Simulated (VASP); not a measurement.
A run of VASP 6.6.1:

INCAR

```
PREC = Accurate
ENCUT = 520
EDIFF = 1E-7
ISMEAR = 0
SIGMA = 0.15
LREAL = F
LASPH = T
NELM = 60
ALGO = Normal
ISIF = 2
LWAVE = F
LCHARG = F
GGA = PS
NBANDS = 12
```

Contents of KPOINTS:

```
regular mesh
0
Gamma
  18 18 18
```

Contents of POSCAR:

```
As
1.0
    1.8515532156      1.0689947475      3.5380565500
   -1.8515532156      1.0689947475      3.5380565500
    0.0000000000     -2.1379894949      3.5380565500
As
2
Direct
    0.2275400000      0.2275400000      0.2275400000
    0.7724600000      0.7724600000      0.7724600000
```

Potentials or basis: VASP PAW PBE potentials, release 64 (As).

Run with:

```bash
$ cat potpaw_PBE.64/As/POTCAR > POTCAR
$ mpirun -np 1 vasp_std > vasp.out
```

Hardware: 1 thread of AMD EPYC 7R13 Processor (Zen 3), with other jobs on the host.

Question: Estimate the wall time of this run.

Answer: It took 2.8 min on 1 thread of AMD EPYC 7R13 Processor (Zen 3), on a shared host, peak memory 0.34 GiB. Counts: scf iterations 11, k points 580.
